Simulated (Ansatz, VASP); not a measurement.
## One calculation of Pb, two programs

```
Pb
1.0
     0.00000    2.47502    2.47502
     2.47502    0.00000    2.47502
     2.47502    2.47502    0.00000
Pb
1
Direct
  0.00000 0.00000 0.00000
```

Alike in both runs: task single point; functional PBE; k mesh 9 × 9 × 9; occupations fermi-dirac, width 0.05 eV; non-collinear spin, spin-orbit coupling.

|  | VASP | Ansatz |
| --- | --- | --- |
| version | VASP 6.6.1 | Ansatz 0.2.0 |
| potentials or method | VASP PAW PBE potentials, release 64 (Pb_d) | Ansatz PAW |
| plane-wave cutoff (eV) | 520 | 420 |
| valence electrons in the cell | 14 | 14 |

```tsv
	VASP	Ansatz	Ansatz less VASP
pressure (GPa)	2.3	2.2	-0.05
net moment per atom (μB)	0.00	0.00	0.000
```
